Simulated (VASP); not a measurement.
# TeO4 (P4_2/nmc) in VASP: single point with PBE

Aim: the single point of TeO4 with PBE.

All numbers are computed with VASP 6.6.1; they aren't measurements. Logs are shortened: lines on timing, memory, paths and dates and some standing lists are left out, and cuts for length are marked.

## 1. The cell of the first run

It takes space group P4_2/nmc (No. 137, tetragonal). Conventional cell: a = 4.406 Å, b = 4.406 Å, c = 5.656 Å, α = 90.00°, β = 90.00°, γ = 90.00°. Te (site symmetry -4m2) has 12 O at 2.47 Å within 3.3 Å. Within 2.0 Å of O (site symmetry m) lie 1 O at 1.47 Å.

The cell was generated, and may not be a known phase.

## 2. Single point, PBE

File INCAR:

```
SYSTEM = TeO4
  ALGO = Normal
  EDIFF = 1E-6
  ENCUT = 600
  GGA = PE
  GGA_COMPAT = .FALSE.
  ISIF = 2
  ISMEAR = 0
  LASPH = .TRUE.
  LCHARG = .FALSE.
  LREAL = .FALSE.
  LWAVE = .FALSE.
  NBANDS = 41
  NELM = 120
  PREC = Accurate
  SIGMA = 0.2
```

File KPOINTS:

```
k-points
0
G
  3 3 3
  0 0 0
```

File POSCAR:

```
TeO4
1.0
    4.4055746425      0.0000000000      0.0000000000
    0.0000000000      4.4055746425      0.0000000000
    0.0000000000      0.0000000000      5.6557844227
Te O
2 8
Direct
    0.0000000000      0.0000000000      0.0000000000
    0.5000000000      0.5000000000      0.5000000000
    0.5000000000      0.8331930706      0.1496275080
    0.5000000000      0.1668069294      0.1496275080
    0.6668069294      0.0000000000      0.6496275080
    0.3331930706      0.0000000000      0.6496275080
    0.0000000000      0.3331930706      0.3503724920
    0.0000000000      0.6668069294      0.3503724920
    0.8331930706      0.5000000000      0.8503724920
    0.1668069294      0.5000000000      0.8503724920
```

Potentials or basis: VASP PAW PBE potentials, release 64 (Te, O).

On the command line:

```
cat potpaw_PBE.64/Te/POTCAR potpaw_PBE.64/O/POTCAR > POTCAR
mpirun -np 1 vasp_std > vasp.out
```

OUTCAR:

```text
SYSTEM = TeO4
   EDIFF = 1E-6
   ENCUT = 600
   GGA = PE
   ISIF = 2
   ISMEAR = 0
   LASPH = .TRUE.
   LREAL = .FALSE.
   NELM = 120
   PREC = Accurate

 ion  position               nearest neighbor table
   1  0.000  0.000  0.000-   5 2.47   6 2.47   7 2.47   8 2.47   3 2.47   4 2.47   9 2.47  10 2.47
                             9 2.47  10 2.47   3 2.47   4 2.47
   2  0.500  0.500  0.500-   3 2.47   4 2.47   9 2.47  10 2.47   7 2.47   8 2.47   5 2.47   6 2.47
                             5 2.47   6 2.47   7 2.47   8 2.47
   3  0.500  0.833  0.150-   4 1.47   2 2.47   1 2.47   1 2.47
   4  0.500  0.167  0.150-   3 1.47   2 2.47   1 2.47   1 2.47
   5  0.667  0.000  0.650-   6 1.47   1 2.47   2 2.47   2 2.47
   6  0.333  0.000  0.650-   5 1.47   1 2.47   2 2.47   2 2.47
   7  0.000  0.333  0.350-   8 1.47   1 2.47   2 2.47   2 2.47
   8  0.000  0.667  0.350-   7 1.47   1 2.47   2 2.47   2 2.47
   9  0.833  0.500  0.850-  10 1.47   2 2.47   1 2.47   1 2.47
  10  0.167  0.500  0.850-   9 1.47   2 2.47   1 2.47   1 2.47

  LATTYP: Found a simple tetragonal cell.
 ALAT       =     4.4055746425
 C/A-ratio  =     1.2837790485

  Lattice vectors:

 A1 = (   4.4055746425,   0.0000000000,   0.0000000000)
 A2 = (   0.0000000000,   4.4055746425,   0.0000000000)
 A3 = (   0.0000000000,   0.0000000000,   5.6557844227)

Analysis of symmetry for initial positions (statically):
=====================================================================
 Subroutine PRICEL returns:
 Original cell was already a primitive cell.

 Routine SETGRP: Setting up the symmetry group for a
 simple tetragonal supercell.

 Subroutine GETGRP returns: Found 16 space group operations
 (whereof  8 operations were pure point group operations)
 out of a pool of 16 trial point group operations.

The static configuration has the point symmetry D_2d.
 The point group associated with its full space group is D_4h.

Analysis of symmetry for dynamics (positions and initial velocities):
=====================================================================
 Subroutine PRICEL returns:
 Original cell was already a primitive cell.

 Routine SETGRP: Setting up the symmetry group for a
 simple tetragonal supercell.

 Subroutine GETGRP returns: Found 16 space group operations
 (whereof  8 operations were pure point group operations)
 out of a pool of 16 trial point group operations.

The dynamic configuration has the point symmetry D_2d.
 The point group associated with its full space group is D_4h.

 Subroutine INISYM returns: Found 16 space group operations
[... 104 lines left out ...]
   PSTRESS=    0.0 pullay stress
   NELECT =      60.0000    total number of electrons
   NUPDOWN=      -1.0000    fix difference up-down
   EMIN   =  10.00;   EMAX   =-10.00  energy-range for DOS
   EFERMI =   0.00;   METHOD = LEGACY
   ISMEAR =     0;   SIGMA  =   0.20  broadening in eV -4-tet -1-fermi 0-gaus
   EFERMI_NEDOS =   21; number of points for ismear=-14 and -15
   IALGO  =     38    algorithm
   IMIX   =      4    mixing-type and parameters
     AMIX     =   0.40;   BMIX     =  1.00
     AMIX_MAG =   1.60;   BMIX_MAG =  1.00
  volume/ion in A,a.u.               =      10.98        74.08
  Fermi-wavevector in a.u.,A,eV,Ry     =   1.338523  2.529442 24.376804  1.791645
  Thomas-Fermi vector in A             =   2.466987
   LORBIT       =      0    0 simple, 1 ext, 2 COOP (PROOUT), +10 PAW based schemes
   GGA     = PE    functional components
   LHFCALC =     F    Hartree Fock is set to
   AEXX    =    0.0000 exact exchange contribution
   IVDW    =     0    specifies the selected vdW correction
   LEPSILON=     F    determine dielectric tensor
   LRPA    =     F    only Hartree local field effects (RPA)
 non-spin polarized calculation
 Gauss-broadening in eV      SIGMA  =   0.20
  energy-cutoff  :      600.00
  volume of cell :      109.77
 maximum number of plane-waves:      3672
 NGX is ok and might be reduce to    36
   NGX = 17   NGY = 17   NGZ = 23

 number of electron      59.9999959 magnetization

 Free energy of the ion-electron system (eV)
  ---------------------------------------------------
  ext. energy  EPLUGINS =         0.00000000
  ---------------------------------------------------
  free energy    TOTEN  =       -44.07083467 eV

  energy without entropy =      -44.06813623  energy(sigma->0) =      -44.06948545

 E-fermi :   6.9392     XC(G=0): -11.1674

 val. band max:        6.7021032131   @ k =   0.0000   0.0000   0.0000
 cond. band min:       7.2909022859   @ k =   0.3333   0.0000   0.3333
 fundamental gap:      0.5887990728
 Fermi energy:         6.9391881252

 k-point     1 :       0.0000    0.0000    0.0000
  band No.  band energies     occupation
      1     -16.6156      2.00000
      2     -15.6891      2.00000
      3     -15.4544      2.00000
      4     -15.4147      2.00000
      5      -9.3815      2.00000
      6      -9.3815      2.00000
[... 253 lines left out ...]
     40      11.4900      0.00000
     41      17.5233      0.00000

------------------------ aborting loop because EDIFF is reached ----------------------------------------

  FORCE on cell =-STRESS in cart. coord.  units (eV):
  Direction    XX          YY          ZZ          XY          YZ          ZX
  --------------------------------------------------------------------------------------
  -------------------------------------------------------------------------------------
  Total       -0.1103283     -0.1103283     -0.4653658      0.0000000      0.0000000     -0.0000000
  in kB       -1.6102732     -1.6102732     -6.7921467      0.0000000      0.0000000     -0.0000000
  external PRESSURE =      -3.3375644 kB  Pullay stress =       0.0000000 kB

 VOLUME and BASIS-vectors are now :
 -----------------------------------------------------------------------------
  energy-cutoff  :      600.00
  volume of cell :      109.77
      direct lattice vectors                 reciprocal lattice vectors
     4.405574643  0.000000000  0.000000000     0.226985145  0.000000000  0.000000000
     0.000000000  4.405574643  0.000000000     0.000000000  0.226985145  0.000000000
     0.000000000  0.000000000  5.655784423     0.000000000  0.000000000  0.176810134

 POSITION                                       TOTAL-FORCE (eV/Angst)
 -----------------------------------------------------------------------------------
      0.00000      0.00000      0.00000        -0.000000     -0.000000      0.000000
      2.20279      2.20279      2.82789        -0.000000     -0.000000      0.000000
      2.20279      3.67069      0.84626        -0.000000     -0.205670     -0.006828
      2.20279      0.73488      0.84626        -0.000000      0.205670     -0.006828
      2.93767      0.00000      3.67415         0.205670     -0.000000     -0.006828
      1.46791      0.00000      3.67415        -0.205670     -0.000000     -0.006828
      0.00000      1.46791      1.98163        -0.000000     -0.205670      0.006828
      0.00000      2.93767      1.98163        -0.000000      0.205670      0.006828
      3.67069      2.20279      4.80952        -0.205670      0.000000      0.006828
      0.73488      2.20279      4.80952         0.205670      0.000000      0.006828
 -----------------------------------------------------------------------------------
    total drift:                                0.000000     -0.000000      0.000000

  FREE ENERGIE OF THE ION-ELECTRON SYSTEM (eV)
  ---------------------------------------------------
  free  energy   TOTEN  =       -44.0708346733 eV

  energy  without entropy=      -44.0681362343  energy(sigma->0) =      -44.06948545
```

It took 50 s on 1 thread of Intel Xeon 8259CL, shared host; peak memory 0.24 GiB.

What came out:

- Free energy: -44.0708 eV
- Pressure: -0.3 GPa
- Largest force: 0.206 eV/Å
- Band gap on the k mesh: 0.59 eV (least direct gap 0.86 eV)

Forces in eV/Å, atoms in the order of the input:
```
Te   0.000  0.000  0.000
Te   0.000  0.000  0.000
O    0.000 -0.206 -0.007
O    0.000  0.206 -0.007
O    0.206  0.000 -0.007
O   -0.206  0.000 -0.007
O    0.000 -0.206  0.007
O    0.000  0.206  0.007
O   -0.206  0.000  0.007
O    0.206  0.000  0.007
```

Stress tensor (GPa, compression positive):
```
-0.16  0.00  0.00
 0.00 -0.16  0.00
 0.00  0.00 -0.68
```

Levels at points of the mesh, in eV from the valence-band top:
```
           k point  band 28  band 29  band 30  band 31  band 32  band 33
(0.00, 0.00, 0.00)    -1.78    -1.07     0.00     0.86     1.29     2.73
```

Caveat: the k points lie up to 0.48 Å⁻¹ apart; spin-orbit coupling is left out, which moves the levels of the heavy elements.
